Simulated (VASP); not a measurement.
Input of a VASP 6.6.1 run:

INCAR

```
SYSTEM = HfO2
PREC = Accurate ; ENCUT = 520
EDIFF = 1E-7 ; ISMEAR = 0
SIGMA = 0.01 ; LREAL = .FALSE.
LASPH = .TRUE. ; NELM = 60
ALGO = Normal ; ISIF = 2
LWAVE = .FALSE. ; LCHARG = .FALSE.
NBANDS = 56
```

The input KPOINTS:

```
Automatic mesh
0
G
  4 4 4
  0 0 0
```

POSCAR

```
HfO2
1.0
    5.1811032543      0.0000000000      0.0000000000
    0.0000000000      4.9756005029      0.0000000000
    0.0000000000      0.0000000000      4.9961120840
Hf O
4 8
Direct
    0.9900258204      0.7458597204      0.7543519714
    0.0099741305      0.2541403795      0.2543519798
    0.4900259415      0.2541403795      0.7543519714
    0.5099740095      0.7458597204      0.2543519798
    0.6865678651      0.9795179491      0.9719866005
    0.3134320859      0.0204819499      0.4719866089
    0.1865677931      0.0204819499      0.9719866005
    0.8134321578      0.9795179491      0.4719866089
    0.7939697007      0.4865300176     -0.0028386073
    0.2060304432      0.5134700824      0.4971613843
    0.2939696287      0.5134700824     -0.0028386073
    0.7060303222      0.4865300176      0.4971613843
```

Potentials or basis: VASP PAW LDA potentials, release 64 (Hf_pv, O).

Command:

```sh
$ cat potpaw_LDA.64/Hf_pv/POTCAR potpaw_LDA.64/O/POTCAR > POTCAR
$ mpirun -np 1 vasp_std > vasp.out
```

Q: Predict the band gap on the k mesh.

A: 4.65 eV.

Q: What does it give for the largest force?

A: 0.023 eV/Å.

Q: What does it give for the pressure?

A: -2.0 GPa.

Forces on the atoms (eV/Å):
```
Hf  -0.017  0.000 -0.007
Hf   0.017  0.000 -0.007
Hf  -0.017  0.000 -0.007
Hf   0.017  0.000 -0.007
O   -0.012 -0.010 -0.001
O    0.012  0.010 -0.001
O   -0.012  0.010 -0.001
O    0.012 -0.010 -0.001
O    0.019  0.011  0.007
O   -0.019 -0.011  0.007
O    0.019 -0.011  0.007
O   -0.019  0.011  0.007
```

Caveat: spin-orbit coupling is left out, which moves the levels of the heavy elements. A k mesh can miss the band edges.
